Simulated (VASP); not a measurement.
Set up this calculation in VASP 6.6.1, as the native input.

```yaml
Task: single point
Functional: PBE
Potentials_or_basis: VASP PAW PBE potentials, release 64 (Zn)
Cutoff: 520 eV
k_mesh: 14 × 14 × 7
Occupations: fermi-dirac, width 0.2 eV
Spin: no spin polarisation
Dipole_correction: no
Further_INCAR_settings: ALGO = Normal; EDIFF = 1e-06; NBANDS = 19
```

The structure of Zn lies in POSCAR:

```
Zn
1.0
    2.6556370042      0.0000000000      0.0000000000
   -1.3278185021      2.2998491089      0.0000000000
    0.0000000000      0.0000000000      4.9624616040
Zn
2
Direct
    0.3333333333      0.6666666667      0.2500000000
    0.6666666667      0.3333333333      0.7500000000
```

The input as run:

INCAR

```
PREC = Accurate ; ENCUT = 520
EDIFF = 1E-6 ; ISMEAR = -1
SIGMA = 0.2 ; LREAL = F
LASPH = T ; NELM = 60
ALGO = Normal ; ISIF = 2
LWAVE = F ; LCHARG = F
GGA = PE ; NBANDS = 19
```

KPOINTS

```
Automatic mesh
0
Gamma
  14 14 7
```

Potentials or basis: VASP PAW PBE potentials, release 64 (Zn).

The run is started by

```sh
$ cat potpaw_PBE.64/Zn/POTCAR > POTCAR
$ mpirun -np 1 vasp_std > vasp.out
```

It gave:

```
Pressure               : 0.7 GPa
Band gap on the k mesh : zero (band 12 reaches 4.59 eV, above the bottom of band 13 at 0.02 eV)
```

Run time: 57 s on 1 thread of Intel Xeon 6975P-C (shared host), peak memory 0.17 GiB.
